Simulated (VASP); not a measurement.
Cu, 1 atom in the cell. Symmetry: Pm-3m, No. 221, cubic system. Conventional cell: a = 2.374 Å, b = 2.374 Å, c = 2.374 Å, α = 90.00°, β = 90.00°, γ = 90.00°. Within 3.1 Å of Cu (site symmetry m-3m) lie 6 Cu at 2.37 Å. 

| Item | Value |
| --- | --- |
| Program | VASP 6.6.1 |
| Task | single point |
| Functional | PBE |
| Potentials or basis | VASP PAW PBE potentials, release 64 (Cu) |
| Cutoff | 520 eV |
| k mesh | 45 × 45 × 45 |
| Occupations | fermi-dirac, width 0.0612256 eV |
| Spin | no spin polarisation |
| Dipole correction | no |
| Further INCAR settings | ALGO = Normal; EDIFF = 1e-06; NBANDS = 12 |

Potentials or basis: VASP PAW PBE potentials, release 64 (Cu).

Launch:

```bash
$ cat potpaw_PBE.64/Cu/POTCAR > POTCAR
$ mpirun -np 1 vasp_std > vasp.out
```

Hardware: 1 thread of AMD EPYC 9R45 96-Core Processor (Zen 5) (shared host).

**Question.** Estimate the wall time of this run.

**Answer.** It took 2.2 min on 1 thread of AMD EPYC 9R45 96-Core Processor (Zen 5), with other jobs on the host, peak memory 0.39 GiB. Counts: scf iterations 11, k points 2300.
